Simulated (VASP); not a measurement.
# BN (P6_3mc) in VASP: a series of runs

The runs below take BN through single point, with PBEsol, RPBE.

Program: VASP 6.6.1. These are calculated values, not measurements. Logs are shortened: lines on timing, memory, paths and dates and some standing lists are left out, and cuts for length are marked.

## (1) The cell of the first run

The structure is hexagonal, space group P6_3mc (No. 186). Conventional cell: a = 2.452 Å, b = 2.452 Å, c = 4.396 Å, α = 90.00°, β = 90.00°, γ = 120.00°. Within 2.0 Å of B (site symmetry 3m) lie 4 N at 1.52 to 1.65 Å. N (site symmetry 3m) has 4 B at 1.52 to 1.65 Å within 2.0 Å.

## (2) Single point, PBEsol (strain -0.040 along x and y, +0.040 along z)

File INCAR:

```
  ALGO = Normal
  EDIFF = 1E-6
  ENCUT = 520
  GGA = PS
  ISIF = 2
  ISMEAR = 0
  LASPH = True
  LCHARG = False
  LREAL = False
  LWAVE = False
  NBANDS = 16
  NELM = 60
  PREC = Accurate
  SIGMA = 0.05
```

File KPOINTS:

```
k-points
0
Gamma
  12 12 6
```

File POSCAR:

```
BN
1.0
    2.4517820176      0.0000000000      0.0000000000
   -1.2258910088      2.1233055118      0.0000000000
    0.0000000000      0.0000000000      4.3959292000
B N
2 2
Direct
    0.6666666667      0.3333333333      0.9997240000
    0.3333333333      0.6666666667      0.4997240000
    0.6666666667      0.3333333333      0.6252760000
    0.3333333333      0.6666666667      0.1252760000
```

Potentials or basis: VASP PAW PBE potentials, release 64 (B, N).

Launch:

```bash
cat potpaw_PBE.64/B/POTCAR potpaw_PBE.64/N/POTCAR > POTCAR
mpirun -np 1 vasp_std > vasp.out
```

OUTCAR:

```text
EDIFF = 1E-6
   ENCUT = 520
   GGA = PS
   ISIF = 2
   ISMEAR = 0
   LASPH = True
   LREAL = False
   NELM = 60
   PREC = Accurate

 ion  position               nearest neighbor table
   1  0.667  0.333  1.000-   4 1.52   4 1.52   4 1.52   3 1.65
   2  0.333  0.667  0.500-   3 1.52   3 1.52   3 1.52   4 1.65
   3  0.667  0.333  0.625-   2 1.52   2 1.52   2 1.52   1 1.65
   4  0.333  0.667  0.125-   1 1.52   1 1.52   1 1.52   2 1.65

  LATTYP: Found a hexagonal cell.
 ALAT       =     2.4517820176
 C/A-ratio  =     1.7929527048

  Lattice vectors:

 A1 = (   2.4517820176,   0.0000000000,   0.0000000000)
 A2 = (  -1.2258910088,   2.1233055118,   0.0000000000)
 A3 = (   0.0000000000,   0.0000000000,   4.3959292000)

Analysis of symmetry for initial positions (statically):
=====================================================================
 Subroutine PRICEL returns:
 Original cell was already a primitive cell.

 Routine SETGRP: Setting up the symmetry group for a
 hexagonal supercell.

 Subroutine GETGRP returns: Found 12 space group operations
 (whereof  6 operations were pure point group operations)
 out of a pool of 24 trial point group operations.

The static configuration has the point symmetry C_3v.
 The point group associated with its full space group is C_6v.

Analysis of symmetry for dynamics (positions and initial velocities):
=====================================================================
 Subroutine PRICEL returns:
 Original cell was already a primitive cell.

 Routine SETGRP: Setting up the symmetry group for a
 hexagonal supercell.

 Subroutine GETGRP returns: Found 12 space group operations
 (whereof  6 operations were pure point group operations)
 out of a pool of 24 trial point group operations.

The dynamic configuration has the point symmetry C_3v.
 The point group associated with its full space group is C_6v.

 Subroutine INISYM returns: Found 12 space group operations
 (whereof  6 operations are pure point group operations),
 and found     1 'primitive' translations

----------------------------------------------------------------------------------------

                                     Primitive cell

  volume of cell :      22.8847

  direct lattice vectors                    reciprocal lattice vectors
     2.451782018  0.000000000  0.000000000     0.407866602  0.235481892  0.000000000
    -1.225891009  2.123305512  0.000000000     0.000000000  0.470963785  0.000000000
     0.000000000  0.000000000  4.395929200     0.000000000  0.000000000  0.227483191

  length of vectors
     2.451782018  2.451782018  4.395929200     0.470963785  0.470963785  0.227483191

  position of ions in fractional coordinates (direct lattice)
     0.666666667  0.333333333  0.999724000
     0.333333333  0.666666667  0.499724000
     0.666666667  0.333333333  0.625276000
     0.333333333  0.666666667  0.125276000

  ion indices of the primitive-cell ions
   primitive index   ion index
                 1           1
                 2           2
                 3           3
                 4           4

----------------------------------------------------------------------------------------

 KPOINTS: k-points

Automatic generation of k-mesh.
 Grid dimensions read from file:
 generate k-points for:   12   12    6

 Generating k-lattice:

  Cartesian coordinates                     Fractional coordinates (reciprocal lattice)
     0.033988883  0.019623491  0.000000000     0.083333333  0.000000000  0.000000000
     0.000000000  0.039246982  0.000000000     0.000000000  0.083333333  0.000000000
     0.000000000  0.000000000  0.037913865     0.000000000  0.000000000  0.166666667

  Length of vectors
     0.039246982  0.039246982  0.037913865

  Shift w.r.t. Gamma in fractional coordinates (k-lattice)
     0.000000000  0.000000000  0.000000000

 Subroutine IBZKPT returns following result:
 ===========================================

 Found     76 irreducible k-points:

 Following reciprocal coordinates:
            Coordinates               Weight
  0.000000  0.000000  0.000000      1.000000
  0.083333  0.000000  0.000000      6.000000
  0.166667  0.000000  0.000000      6.000000
  0.250000  0.000000  0.000000      6.000000
  0.333333  0.000000  0.000000      6.000000
  0.416667  0.000000  0.000000      6.000000
[... 16 lines left out ...]
  0.250000  0.000000  0.166667     12.000000
  0.333333  0.000000  0.166667     12.000000
 [... further k-points ...]
   k-points           NKPTS =     76   k-points in BZ     NKDIM =     76   number of bands    NBANDS=     16
   number of dos      NEDOS =    301   number of ions     NIONS =      4
   total plane-waves  NPLWV =  11664
   dimension x,y,z NGX =    18 NGY =   18 NGZ =   36
   dimension x,y,z NGXF=    36 NGYF=   36 NGZF=   72
   ions per type =               2   2
   NGX,Y,Z   is equivalent  to a cutoff of  12.21, 12.21, 13.61 a.u.
   NGXF,Y,Z  is equivalent  to a cutoff of  24.41, 24.41, 27.23 a.u.
 SYSTEM =  unknown system
   PREC   = accura    normal or accurate (medium, high low for compatibility)
   ISTART =      0    job   : 0-new  1-cont  2-samecut
   ICHARG =      2    charge: 1-file 2-atom 10-const
   ISPIN  =      1    spin polarized calculation?
   LNONCOLLINEAR =      F non collinear calculations
   LSORBIT =      F    spin-orbit coupling
   LASPH  =      T    aspherical Exc in radial PAW
   ENCUT  =  520.0 eV  38.22 Ry    6.18 a.u.   4.56  4.56  8.17*2*pi/ulx,y,z
   NELM   =     60;   NELMIN=  2; NELMDL= -5     # of ELM steps
   EDIFF  = 0.1E-05   stopping-criterion for ELM
   LREAL  =      F    real-space projection
   EDIFFG = 0.1E-04   stopping-criterion for IOM
   NSW    =      0    number of steps for IOM
   IBRION =     -1    ionic relax: 0-MD 1-quasi-New 2-CG
   NFREE  =      0    steps in history (QN), initial steepest desc. (CG)
   ISIF   =      2    stress and relaxation
   ISYM   =      2    0-nonsym 1-usesym 2-fastsym
   POTIM  = 0.5000    time-step for ionic-motion
   TEBEG  =    0.0;   TEEND  =   0.0 temperature during run
   PSTRESS=    0.0 pullay stress
   NELECT =      16.0000    total number of electrons
   NUPDOWN=      -1.0000    fix difference up-down
   EMIN   =  10.00;   EMAX   =-10.00  energy-range for DOS
   EFERMI =   0.00;   METHOD = LEGACY
   ISMEAR =     0;   SIGMA  =   0.05  broadening in eV -4-tet -1-fermi 0-gaus
   EFERMI_NEDOS =   21; number of points for ismear=-14 and -15
   IALGO  =     38    algorithm
   IMIX   =      4    mixing-type and parameters
     AMIX     =   0.40;   BMIX     =  1.00
     AMIX_MAG =   1.60;   BMIX_MAG =  1.00
  volume/ion in A,a.u.               =       5.72        38.61
  Fermi-wavevector in a.u.,A,eV,Ry     =   1.453003  2.745777 28.724857  2.111217
  Thomas-Fermi vector in A             =   2.570320
   LORBIT       =      0    0 simple, 1 ext, 2 COOP (PROOUT), +10 PAW based schemes
   GGA     = PS    functional components
   LHFCALC =     F    Hartree Fock is set to
   AEXX    =    0.0000 exact exchange contribution
   IVDW    =     0    specifies the selected vdW correction
   LEPSILON=     F    determine dielectric tensor
   LRPA    =     F    only Hartree local field effects (RPA)
 non-spin polarized calculation
 Gauss-broadening in eV      SIGMA  =   0.05
  energy-cutoff  :      520.00
  volume of cell :       22.88
 maximum number of plane-waves:       635
   NGX =  9   NGY =  9   NGZ = 17

 number of electron      15.9999997 magnetization

 Free energy of the ion-electron system (eV)
  ---------------------------------------------------
  ext. energy  EPLUGINS =         0.00000000
  ---------------------------------------------------
  free energy    TOTEN  =       -36.28629495 eV

  energy without entropy =      -36.28629495  energy(sigma->0) =      -36.28629495

 E-fermi :   8.3344     XC(G=0): -13.1658

 val. band max:        8.0588652304   @ k =   0.0000   0.0000   0.0000
 cond. band min:      12.6268901994   @ k =   0.3333   0.3333   0.0000
 fundamental gap:      4.5680249690
 Fermi energy:         8.3343679252

 k-point     1 :       0.0000    0.0000    0.0000
  band No.  band energies     occupation
      1     -12.9056      2.00000
      2      -9.2753      2.00000
      3      -3.5521      2.00000
      4       6.4145      2.00000
      5       6.4145      2.00000
      6       7.2575      2.00000
[... 8 lines left out ...]
     15      20.2408      0.00000
     16      23.3498      0.00000

 k-point     2 :       0.0833    0.0000    0.0000
  band No.  band energies     occupation
      1     -12.7401      2.00000
      2      -9.1374      2.00000
      3      -3.3842      2.00000
      4       5.6680      2.00000
      5       6.1003      2.00000
      6       7.1326      2.00000
[... 8 lines left out ...]
     15      20.8852      0.00000
     16      23.1557      0.00000

 k-point     3 :       0.1667    0.0000    0.0000
  band No.  band energies     occupation
      1     -12.2483      2.00000
      2      -8.7364      2.00000
      3      -2.8867      2.00000
      4       3.8509      2.00000
      5       5.3660      2.00000
      6       5.8331      2.00000
[... 8 lines left out ...]
     15      22.0789      0.00000
     16      22.8516      0.00000

 k-point     4 :       0.2500    0.0000    0.0000
  band No.  band energies     occupation
      1     -11.4468      2.00000
      2      -8.1211      2.00000
      3      -2.0826      2.00000
      4       1.6523      2.00000
      5       3.8764      2.00000
      6       4.5470      2.00000
[... 8 lines left out ...]
     15      23.4143      0.00000
     16      23.7514      0.00000

 k-point     5 :       0.3333    0.0000    0.0000
  band No.  band energies     occupation
      1     -10.3762      2.00000
      2      -7.4314      2.00000
      3      -1.0624      2.00000
      4      -0.3727      2.00000
      5       1.8971      2.00000
      6       3.8595      2.00000
[... 8 lines left out ...]
     15      23.9861      0.00000
     16      24.8281      0.00000

 k-point     6 :       0.4167    0.0000    0.0000
  band No.  band energies     occupation
      1      -9.1506      2.00000
      2      -7.0533      2.00000
      3      -1.8138      2.00000
      4      -0.1015      2.00000
      5       0.4866      2.00000
      6       3.4137      2.00000
[... 8 lines left out ...]
     15      24.0558      0.00000
     16      25.7884      0.00000
[... 267 lines left out ...]
 k-point    21 :       0.0833    0.0000    0.1667
  band No.  band energies     occupation
      1     -12.5903      2.00000
      2      -9.5941      2.00000
      3      -2.6407      2.00000
      4       5.7629      2.00000
      5       6.0787      2.00000
      6       6.1992      2.00000
[... 8 lines left out ...]
     15      20.9016      0.00000
     16      22.8778      0.00000

 k-point    22 :       0.1667    0.0000    0.1667
  band No.  band energies     occupation
      1     -12.1006      2.00000
      2      -9.1731      2.00000
      3      -2.1780      2.00000
      4       3.9623      2.00000
      5       5.4699      2.00000
      6       5.4735      2.00000
[... 8 lines left out ...]
     15      22.0735      0.00000
     16      22.8398      0.00000

 k-point    23 :       0.2500    0.0000    0.1667
  band No.  band energies     occupation
      1     -11.3034      2.00000
      2      -8.5179      2.00000
      3      -1.4606      2.00000
      4       1.8019      2.00000
      5       3.5740      2.00000
      6       4.6614      2.00000
[... 8 lines left out ...]
     15      23.1109      0.00000
     16      23.8151      0.00000

 k-point    24 :       0.3333    0.0000    0.1667
  band No.  band energies     occupation
      1     -10.2415      2.00000
      2      -7.7502      2.00000
      3      -0.9665      2.00000
      4       0.1856      2.00000
      5       1.5834      2.00000
      6       3.9781      2.00000
[... 8 lines left out ...]
     15      24.4495      0.00000
     16      24.5024      0.00000

 [... further k-points ...]

------------------------ aborting loop because EDIFF is reached ----------------------------------------

  FORCE on cell =-STRESS in cart. coord.  units (eV):
  Direction    XX          YY          ZZ          XY          YZ          ZX
  --------------------------------------------------------------------------------------
  -------------------------------------------------------------------------------------
  Total        5.9374485      5.9374485     -5.6406874     -0.0000000      0.0000000      0.0000000
  in kB      415.6860081    415.6860081   -394.9095047     -0.0000000      0.0000000      0.0000000
  external PRESSURE =     145.4875038 kB  Pullay stress =       0.0000000 kB

 VOLUME and BASIS-vectors are now :
 -----------------------------------------------------------------------------
  energy-cutoff  :      520.00
  volume of cell :       22.88
      direct lattice vectors                 reciprocal lattice vectors
     2.451782018  0.000000000  0.000000000     0.407866602  0.235481892  0.000000000
    -1.225891009  2.123305512  0.000000000     0.000000000  0.470963785  0.000000000
     0.000000000  0.000000000  4.395929200     0.000000000  0.000000000  0.227483191

 POSITION                                       TOTAL-FORCE (eV/Angst)
 -----------------------------------------------------------------------------------
      1.22589      0.70777      4.39472        -0.000000     -0.000000     -0.000332
     -0.00000      1.41554      2.19675         0.000000      0.000000     -0.000332
      1.22589      0.70777      2.74867        -0.000000      0.000000      0.000332
     -0.00000      1.41554      0.55070         0.000000      0.000000      0.000332
 -----------------------------------------------------------------------------------
    total drift:                               -0.000000     -0.000000      0.000902

  FREE ENERGIE OF THE ION-ELECTRON SYSTEM (eV)
  ---------------------------------------------------
  free  energy   TOTEN  =       -36.2862949546 eV

  energy  without entropy=      -36.2862949546  energy(sigma->0) =      -36.28629495
```

It took 25 s on 1 thread of AMD EPYC 7R43 (Zen 3), shared host; peak memory 0.11 GiB.

Results:

```yaml
Free_energy: -36.2863 eV
Pressure: 14.5 GPa
Band_gap_on_the_k_mesh: 4.57 eV, indirect (least direct gap 6.01 eV)
```

Caveat: the cell differs from its parent crystal (strain -0.040 along x and y, +0.040 along z); the PAW data sets were made with another functional, which shifts forces and pressure a little.

## (3) Single point, RPBE

This run uses another cell than the first one, of the same volume but with other edges.

File INCAR:

```
SYSTEM = BN
PREC = Accurate ; ENCUT = 520
EDIFF = 1E-7 ; ISMEAR = 0
SIGMA = 0.05 ; LREAL = .False.
LASPH = .True. ; NELM = 100
ALGO = Normal ; ISIF = 2
LWAVE = .False. ; LCHARG = .True.
GGA = RP ; LELF = .True.
LVHAR = .True. ; NBANDS = 16
```

File KPOINTS:

```
regular mesh
0
Gamma
  12 12 6
  0 0 0
```

File POSCAR:

```
BN
1.0
    2.5539396017      0.0000000000      0.0000000000
   -1.2769698009      2.2117765748      0.0000000000
    0.0000000000      0.0000000000      4.0577808000
B N
2 2
Direct
    0.6666666667      0.3333333333      0.9997240000
    0.3333333333      0.6666666667      0.4997240000
    0.6666666667      0.3333333333      0.6252760000
    0.3333333333      0.6666666667      0.1252760000
```

Potentials or basis: VASP PAW PBE potentials, release 64 (B, N).

Launch:

```bash
cat potpaw_PBE.64/B/POTCAR potpaw_PBE.64/N/POTCAR > POTCAR
mpirun -np 1 vasp_std > vasp.out
```

Wall time 32 s (1 thread of AMD EPYC 7R43 (Zen 3), shared host); peak memory 0.11 GiB.

It converged, with:

```yaml
Free_energy: -33.0107 eV
Pressure: 23.8 GPa
Largest_force: 0.203 eV/Å
Band_gap_on_the_k_mesh: 5.35 eV, indirect (least direct gap 8.17 eV)
```

Forces in eV/Å, atoms in the order of the input:
```
B    0.000  0.000  0.203
B    0.000  0.000  0.203
N    0.000  0.000 -0.203
N    0.000  0.000 -0.203
```

Stress tensor (GPa, compression positive):
```
 9.22  0.00  0.00
 0.00  9.22  0.00
 0.00  0.00 53.01
```

Levels at points of the mesh, in eV from the valence-band top:
| k point | band 4 | band 5 | band 6 | band 7 | band 8 | band 9 | band 10 | band 11 | band 12 | band 13 |
| --- | --- | --- | --- | --- | --- | --- | --- | --- | --- | --- |
| (0.00, 0.00, 0.00) | -2.51 | -2.51 | -0.19 | 0.00 | 0.00 | 8.17 | 8.17 | 9.08 | 10.00 | 11.03 |
| (0.50, 0.00, 0.00) | -7.64 | -7.15 | -5.38 | -4.65 | -2.00 | 6.44 | 8.39 | 10.53 | 11.65 | 14.52 |
| (0.00, 0.00, 0.50) | -5.49 | -1.40 | -1.40 | -1.40 | -1.40 | 9.25 | 9.25 | 9.88 | 9.88 | 9.88 |
| (0.50, 0.00, 0.50) | -10.27 | -3.98 | -3.98 | -3.46 | -3.46 | 6.81 | 6.81 | 10.57 | 10.57 | 14.64 |

Caveat: the PAW data sets were made with another functional, which shifts forces and pressure a little. RPBE gaps usually lie below the measured ones, often by a third to a half.

(Part 1 of 3 ends here.)
